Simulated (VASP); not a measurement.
# Fe: single point with LDA

The system is Fe.

```
Fe
1.0
     0.00000    1.95460    1.97812
     1.50836    0.00000    1.97812
     1.50836    1.95460    0.00000
Fe
1
Direct
  0.00000 0.00000 0.00000
```

This cell differs from its parent crystal: volume scaled by 1.02.

| Item | Value |
| --- | --- |
| Program | VASP 6.6.1 |
| Task | single point |
| Functional | LDA |
| Potentials or basis | VASP PAW LDA potentials, release 64 (Fe) |
| Cutoff | 520 eV |
| k mesh | 13 × 13 × 13 |
| Occupations | fermi-dirac, width 0.05 eV |
| Spin | collinear spin, ferromagnetic start |
| Starting moments | [3.0] μB |

The pressure is -22.2 GPa and the net moment is 2.15 μB per cell. The site moments are Fe +2.12 μB. The valence electrons inside the program's atomic spheres are Fe 7.23.

Stress tensor (GPa, compression positive):
```
-27.41   0.00   0.00
  0.00 -18.83   0.00
  0.00   0.00 -20.28
```

Levels at points of the mesh, in eV from the Fermi level:
Spin up:
```csv
k point,band 1,band 2,band 3,band 4,band 5,band 6,band 7,band 8,band 9,band 10
"(0.00, 0.00, 0.00)",-8.40,-2.41,-2.31,-1.96,-1.19,-0.80,23.51,24.97,25.22,29.07
```
Spin down:
```csv
k point,band 1,band 2,band 3,band 4,band 5,band 6,band 7
"(0.00, 0.00, 0.00)",-8.03,-0.70,-0.57,-0.12,0.97,1.51,23.65
```

Wall time 93 s on 1 thread of Intel(R) Xeon(R) Platinum 8259CL CPU @ 2.50GHz (Skylake/Cascade Lake) (shared host), peak memory 0.19 GiB.
